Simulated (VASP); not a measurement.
## LiF: single point with PBE

LiF:

```
Li F
1.0
     3.19558    0.00000    0.00000
    -1.59779    2.76745    0.00000
     0.00000    0.00000    4.69047
Li F
2 2
Cartesian
  0.0000 1.8450 1.6917
  1.5978 0.9225 4.0370
  0.0000 1.8450 4.6620
  1.5978 0.9225 2.3168
```

This cell differs from its parent crystal: atoms shifted along a free coordinate, c/a of the conventional cell at fixed volume 1.4678.

| Quantity | Value |
| --- | --- |
| Program | VASP 6.6.1 |
| Task | single point |
| Functional | PBE |
| Potentials or basis | VASP PAW PBE potentials, release 64 (Li_sv, F) |
| Cutoff | 520 eV |
| k mesh | 9 × 9 × 6 |
| Occupations | gaussian, width 0.05 eV |
| Spin | no spin polarisation |
| Dipole correction | no |
| Further INCAR settings | ALGO = Normal; EDIFF = 1e-06; NBANDS = 18 |

| Quantity | Value |
| --- | --- |
| Largest force | 0.824 eV/Å |
| Band gap on the k mesh | 7.62 eV |

Forces on the atoms (eV/Å):
```
Li   0.000  0.000  0.824
Li   0.000  0.000  0.824
F    0.000  0.000 -0.824
F    0.000  0.000 -0.824
```

Levels at points of the mesh, in eV from the valence-band top:
```csv
k point,band 8,band 9,band 10,band 11,band 12,band 13
"(0.00, 0.00, 0.00)",-0.05,-0.05,0.00,7.62,12.19,15.26
"(0.00, 0.00, 0.50)",-0.25,-0.25,-0.25,9.30,9.30,18.10
```

It took 16 s on 1 thread of Intel(R) Xeon(R) Platinum 8488C (Sapphire Rapids), with other jobs on the host, peak memory 0.16 GiB.

Caveat: an odd mesh through Γ misses points on the zone boundary, where band edges can lie.
